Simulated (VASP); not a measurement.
# Mg2InPtC6N6 (Fm-3m) in VASP: further runs

Runs on Mg2InPtC6N6. Level: PBE. Tasks: single point, relaxation of cell and atoms.

Program: VASP 6.6.1. These are calculated values, not measurements. Logs are shortened: lines on timing, memory, paths and dates and some standing lists are left out, and cuts for length are marked.

## (1) The cell of the first run

It takes space group Fm-3m (No. 225, cubic). Conventional cell: a = 10.369 Å, b = 10.369 Å, c = 10.369 Å, α = 90.00°, β = 90.00°, γ = 90.00°. Within 4.9 Å of Mg (site symmetry -43m) lie 12 N at 3.70 Å and 12 C at 3.73 Å and 4 In at 4.49 Å and 4 Pt at 4.49 Å. In (site symmetry m-3m) has 6 N at 2.10 Å within 2.8 Å. Within 2.5 Å of Pt (site symmetry m-3m) lie 6 C at 1.92 Å. Within 1.6 Å of C (site symmetry 4mm) lie 1 N at 1.17 Å. Within 1.6 Å of N (site symmetry 4mm) lie 1 C at 1.17 Å.

## (2) Single point, PBE

INCAR reads:

```
  PREC = Accurate
  ENCUT = 520
  EDIFF = 1E-7
  ISMEAR = 0
  SIGMA = 0.1
  LREAL = Auto
  LASPH = True
  NELM = 100
  ALGO = Normal
  ISIF = 2
  LWAVE = False
  LCHARG = False
  GGA = PE
  NBANDS = 54
```

KPOINTS reads:

```
Automatic mesh
0
Gamma
  4 4 4
```

POSCAR reads:

```
Mg2InPtC6N6
1.0
    0.0000000000      5.1845000000      5.1845000000
    5.1845000000      0.0000000000      5.1845000000
    5.1845000000      5.1845000000      0.0000000000
Mg In Pt C N
2 1 1 6 6
Direct
    0.2500000000      0.2500000000      0.2500000000
    0.7500000000      0.7500000000      0.7500000000
    0.5000000000      0.5000000000      0.5000000000
    0.0000000000      0.0000000000      0.0000000000
    0.8151220000      0.1848780000      0.1848780000
    0.1848780000      0.8151220000      0.1848780000
    0.1848780000      0.1848780000      0.8151220000
    0.1848780000      0.8151220000      0.8151220000
    0.8151220000      0.1848780000      0.8151220000
    0.8151220000      0.8151220000      0.1848780000
    0.7022856600      0.2977143400      0.2977143400
    0.2977143400      0.7022856600      0.2977143400
    0.2977143400      0.2977143400      0.7022856600
    0.2977143400      0.7022856600      0.7022856600
    0.7022856600      0.2977143400      0.7022856600
    0.7022856600      0.7022856600      0.2977143400
```

Potentials or basis: VASP PAW PBE potentials, release 64 (Mg, In_d, Pt, C, N).

Run with:

```bash
$ cat potpaw_PBE.64/Mg/POTCAR potpaw_PBE.64/In_d/POTCAR potpaw_PBE.64/Pt/POTCAR potpaw_PBE.64/C/POTCAR potpaw_PBE.64/N/POTCAR > POTCAR
$ mpirun -np 1 vasp_std > vasp.out
```

OUTCAR:

```text
PREC = Accurate
   ENCUT = 520
   EDIFF = 1E-7
   ISMEAR = 0
   LREAL = Auto
   LASPH = True
   NELM = 100
   ISIF = 2
   GGA = PE

 ion  position               nearest neighbor table
   1  0.250  0.250  0.250-
   2  0.750  0.750  0.750-
   3  0.500  0.500  0.500-  11 2.10  12 2.10  13 2.10  14 2.10  15 2.10  16 2.10
   4  0.000  0.000  0.000-   5 1.92   6 1.92   7 1.92   8 1.92   9 1.92  10 1.92
   5  0.815  0.185  0.185-  11 1.17   4 1.92
   6  0.185  0.815  0.185-  12 1.17   4 1.92
   7  0.185  0.185  0.815-  13 1.17   4 1.92
   8  0.185  0.815  0.815-  14 1.17   4 1.92
   9  0.815  0.185  0.815-  15 1.17   4 1.92
  10  0.815  0.815  0.185-  16 1.17   4 1.92
  11  0.702  0.298  0.298-   5 1.17   3 2.10
  12  0.298  0.702  0.298-   6 1.17   3 2.10
  13  0.298  0.298  0.702-   7 1.17   3 2.10
  14  0.298  0.702  0.702-   8 1.17   3 2.10
  15  0.702  0.298  0.702-   9 1.17   3 2.10
  16  0.702  0.702  0.298-  10 1.17   3 2.10

  LATTYP: Found a face centered cubic cell.
 ALAT       =    10.3690000000

  Lattice vectors:

 A1 = (   0.0000000000,   5.1845000000,   5.1845000000)
 A2 = (   5.1845000000,   0.0000000000,   5.1845000000)
 A3 = (   5.1845000000,   5.1845000000,   0.0000000000)

Analysis of symmetry for initial positions (statically):
=====================================================================
 Subroutine PRICEL returns:
 Original cell was already a primitive cell.

 Routine SETGRP: Setting up the symmetry group for a
 face centered cubic supercell.

 Subroutine GETGRP returns: Found 48 space group operations
 (whereof 48 operations were pure point group operations)
 out of a pool of 48 trial point group operations.

The static configuration has the point symmetry O_h .

Analysis of symmetry for dynamics (positions and initial velocities):
=====================================================================
 Subroutine PRICEL returns:
 Original cell was already a primitive cell.

 Routine SETGRP: Setting up the symmetry group for a
 face centered cubic supercell.

 Subroutine GETGRP returns: Found 48 space group operations
 (whereof 48 operations were pure point group operations)
 out of a pool of 48 trial point group operations.

The dynamic configuration has the point symmetry O_h .

 Subroutine INISYM returns: Found 48 space group operations
 (whereof 48 operations are pure point group operations),
 and found     1 'primitive' translations

----------------------------------------------------------------------------------------

                                     Primitive cell

  volume of cell :     278.7088

  direct lattice vectors                    reciprocal lattice vectors
     0.000000000  5.184500000  5.184500000    -0.096441315  0.096441315  0.096441315
     5.184500000  0.000000000  5.184500000     0.096441315 -0.096441315  0.096441315
     5.184500000  5.184500000  0.000000000     0.096441315  0.096441315 -0.096441315

  length of vectors
     7.331990214  7.331990214  7.331990214     0.167041258  0.167041258  0.167041258

  position of ions in fractional coordinates (direct lattice)
     0.250000000  0.250000000  0.250000000
     0.750000000  0.750000000  0.750000000
     0.500000000  0.500000000  0.500000000
     0.000000000  0.000000000  0.000000000
     0.815122000  0.184878000  0.184878000
     0.184878000  0.815122000  0.184878000
[... 8 lines left out ...]
     0.702285660  0.297714340  0.702285660
     0.702285660  0.702285660  0.297714340

  ion indices of the primitive-cell ions
   primitive index   ion index
                 1           1
                 2           2
                 3           3
                 4           4
                 5           5
                 6           6
[... 8 lines left out ...]
                15          15
                16          16

----------------------------------------------------------------------------------------

 KPOINTS: Automatic mesh

Automatic generation of k-mesh.
 Grid dimensions read from file:
 generate k-points for:    4    4    4

 Generating k-lattice:

  Cartesian coordinates                     Fractional coordinates (reciprocal lattice)
    -0.024110329  0.024110329  0.024110329     0.250000000  0.000000000  0.000000000
     0.024110329 -0.024110329  0.024110329     0.000000000  0.250000000  0.000000000
     0.024110329  0.024110329 -0.024110329     0.000000000  0.000000000  0.250000000

  Length of vectors
     0.041760315  0.041760315  0.041760315

  Shift w.r.t. Gamma in fractional coordinates (k-lattice)
     0.000000000  0.000000000  0.000000000

 Subroutine IBZKPT returns following result:
 ===========================================

 Found      8 irreducible k-points:

 Following reciprocal coordinates:
            Coordinates               Weight
  0.000000  0.000000  0.000000      1.000000
  0.250000  0.000000  0.000000      8.000000
  0.500000  0.000000  0.000000      4.000000
  0.250000  0.250000  0.000000      6.000000
  0.500000  0.250000  0.000000     24.000000
 -0.250000  0.250000  0.000000     12.000000
  0.500000  0.500000  0.000000      3.000000
 -0.250000  0.500000  0.250000      6.000000
   k-points           NKPTS =      8   k-points in BZ     NKDIM =      8   number of bands    NBANDS=     54
   number of dos      NEDOS =    301   number of ions     NIONS =     16
   total plane-waves  NPLWV = 175616
   dimension x,y,z NGX =    56 NGY =   56 NGZ =   56
   dimension x,y,z NGXF=   112 NGYF=  112 NGZF=  112
   ions per type =               2   1   1   6   6
   NGX,Y,Z   is equivalent  to a cutoff of  12.70, 12.70, 12.70 a.u.
   NGXF,Y,Z  is equivalent  to a cutoff of  25.39, 25.39, 25.39 a.u.
 SYSTEM =  unknown system
   PREC   = accura    normal or accurate (medium, high low for compatibility)
   ISTART =      0    job   : 0-new  1-cont  2-samecut
   ICHARG =      2    charge: 1-file 2-atom 10-const
   ISPIN  =      1    spin polarized calculation?
   LNONCOLLINEAR =      F non collinear calculations
   LSORBIT =      F    spin-orbit coupling
   LASPH  =      T    aspherical Exc in radial PAW
   ENCUT  =  520.0 eV  38.22 Ry    6.18 a.u.  13.63 13.63 13.63*2*pi/ulx,y,z
   NELM   =    100;   NELMIN=  2; NELMDL= -5     # of ELM steps
   EDIFF  = 0.1E-06   stopping-criterion for ELM
   LREAL  =      T    real-space projection
   EDIFFG = 0.1E-05   stopping-criterion for IOM
   NSW    =      0    number of steps for IOM
   IBRION =     -1    ionic relax: 0-MD 1-quasi-New 2-CG
   NFREE  =      0    steps in history (QN), initial steepest desc. (CG)
   ISIF   =      2    stress and relaxation
   ISYM   =      2    0-nonsym 1-usesym 2-fastsym
   POTIM  = 0.5000    time-step for ionic-motion
   TEBEG  =    0.0;   TEEND  =   0.0 temperature during run
   PSTRESS=    0.0 pullay stress
   NELECT =      81.0000    total number of electrons
   NUPDOWN=      -1.0000    fix difference up-down
   EMIN   =  10.00;   EMAX   =-10.00  energy-range for DOS
   EFERMI =   0.00;   METHOD = LEGACY
   ISMEAR =     0;   SIGMA  =   0.10  broadening in eV -4-tet -1-fermi 0-gaus
   EFERMI_NEDOS =   21; number of points for ismear=-14 and -15
   IALGO  =     38    algorithm
   IMIX   =      4    mixing-type and parameters
     AMIX     =   0.40;   BMIX     =  1.00
     AMIX_MAG =   1.60;   BMIX_MAG =  1.00
  volume/ion in A,a.u.               =      17.42       117.55
  Fermi-wavevector in a.u.,A,eV,Ry     =   1.084392  2.049204 15.999172  1.175906
  Thomas-Fermi vector in A             =   2.220481
   LORBIT       =      0    0 simple, 1 ext, 2 COOP (PROOUT), +10 PAW based schemes
   GGA     = PE    functional components
   LHFCALC =     F    Hartree Fock is set to
   AEXX    =    0.0000 exact exchange contribution
   IVDW    =     0    specifies the selected vdW correction
   LEPSILON=     F    determine dielectric tensor
   LRPA    =     F    only Hartree local field effects (RPA)
 non-spin polarized calculation
 Gauss-broadening in eV      SIGMA  =   0.10
  energy-cutoff  :      520.00
  volume of cell :      278.71
 maximum number of plane-waves:      7583
 NGX is ok and might be reduce to    56
   NGX = 27   NGY = 27   NGZ = 27

 number of electron      81.0000002 magnetization

 Free energy of the ion-electron system (eV)
  ---------------------------------------------------
  ext. energy  EPLUGINS =         0.00000000
  ---------------------------------------------------
  free energy    TOTEN  =      -104.93697101 eV

  energy without entropy =     -104.88523839  energy(sigma->0) =     -104.91110470

 E-fermi :   4.2081     XC(G=0):  -8.3726

 val. band max:        4.2081108773   @ k =  -0.2500   0.2500   0.0000
 cond. band min:       4.2163609572   @ k =   0.5000   0.2500   0.0000
 fundamental gap:      0.0082500798
 Fermi energy:         4.2081123731

 k-point     1 :       0.0000    0.0000    0.0000
  band No.  band energies     occupation
      1     -17.3136      2.00000
      2     -17.0145      2.00000
      3     -17.0145      2.00000
      4     -16.9863      2.00000
      5     -16.9863      2.00000
      6     -16.9863      2.00000
[... 44 lines left out ...]
     51       5.2390      0.00000
     52       6.4920      0.00000

 k-point     2 :       0.2500    0.0000    0.0000
  band No.  band energies     occupation
      1     -17.2702      2.00000
      2     -17.0367      2.00000
      3     -17.0236      2.00000
      4     -17.0236      2.00000
      5     -16.9770      2.00000
      6     -16.9770      2.00000
[... 44 lines left out ...]
     51       5.4378      0.00000
     52       6.0885      0.00000
[... 273 lines left out ...]
     51       5.5125      0.00000
     52       5.5126      0.00000

 k-point     8 :      -0.2500    0.5000    0.2500
  band No.  band energies     occupation
      1     -17.1690      2.00000
      2     -17.1574      2.00000
      3     -17.0237      2.00000
      4     -16.9897      2.00000
      5     -16.9897      2.00000
      6     -16.9827      2.00000
[... 44 lines left out ...]
     51       5.3131      0.00000
     52       5.5226      0.00000
 [bands above 52 left out]

------------------------ aborting loop because EDIFF is reached ----------------------------------------

  FORCE on cell =-STRESS in cart. coord.  units (eV):
  Direction    XX          YY          ZZ          XY          YZ          ZX
  --------------------------------------------------------------------------------------
  -------------------------------------------------------------------------------------
  Total       21.1128228     21.1128228     21.1128228      0.0000000      0.0000000      0.0000000
  in kB      121.3685750    121.3685750    121.3685750      0.0000000      0.0000000      0.0000000
  external PRESSURE =     121.3685750 kB  Pullay stress =       0.0000000 kB

 VOLUME and BASIS-vectors are now :
 -----------------------------------------------------------------------------
  energy-cutoff  :      520.00
  volume of cell :      278.71
      direct lattice vectors                 reciprocal lattice vectors
     0.000000000  5.184500000  5.184500000    -0.096441315  0.096441315  0.096441315
     5.184500000  0.000000000  5.184500000     0.096441315 -0.096441315  0.096441315
     5.184500000  5.184500000  0.000000000     0.096441315  0.096441315 -0.096441315

 POSITION                                       TOTAL-FORCE (eV/Angst)
 -----------------------------------------------------------------------------------
      2.59225      2.59225      2.59225         0.000000     -0.000000      0.000000
      7.77675      7.77675      7.77675         0.000000     -0.000000      0.000000
      5.18450      5.18450      5.18450         0.000000     -0.000000      0.000000
      0.00000      0.00000      0.00000         0.000000     -0.000000      0.000000
      1.91700      5.18450      5.18450         2.213497     -0.000000      0.000000
      5.18450      1.91700      5.18450         0.000000      2.213497      0.000000
[... 8 lines left out ...]
      5.18450      7.28200      5.18450         0.000000      1.262051      0.000000
      5.18450      5.18450      7.28200         0.000000     -0.000000      1.262051
 -----------------------------------------------------------------------------------
    total drift:                                0.000000      0.000000     -0.000000

  FREE ENERGIE OF THE ION-ELECTRON SYSTEM (eV)
  ---------------------------------------------------
  free  energy   TOTEN  =      -104.9369710139 eV

  energy  without entropy=     -104.8852383888  energy(sigma->0) =     -104.91110470
```

Run time: 4 min. Hardware: 1 thread of Intel Xeon Platinum 8488C (Sapphire Rapids), shared host; peak memory 0.47 GiB.

What came out:

```
Free energy            : -104.9370 eV
Pressure               : 12.1 GPa
Largest force          : 2.213 eV/Å
Band gap on the k mesh : zero (an odd number of electrons rules out a gap without spin polarisation)
```

Forces in eV/Å, atoms in the order of the input:
```
Mg   0.000  0.000  0.000
Mg   0.000  0.000  0.000
In   0.000  0.000  0.000
Pt   0.000  0.000  0.000
C    2.213  0.000  0.000
C    0.000  2.213  0.000
C    0.000  0.000  2.213
C   -2.213  0.000  0.000
C    0.000 -2.213  0.000
C    0.000  0.000 -2.213
N   -1.262  0.000  0.000
N    0.000 -1.262  0.000
N    0.000  0.000 -1.262
N    1.262  0.000  0.000
N    0.000  1.262  0.000
N    0.000  0.000  1.262
```

Caveat: the cell stands under pressure; spin-orbit coupling is left out, which moves the levels of the heavy elements; forces of over 1 eV/Å act on the atoms, so gaps and moduli don't describe the material at rest.

(Part 1 of 3 ends here.)

The gap in the log of VASP goes by the Fermi energy; the results here count the filled bands.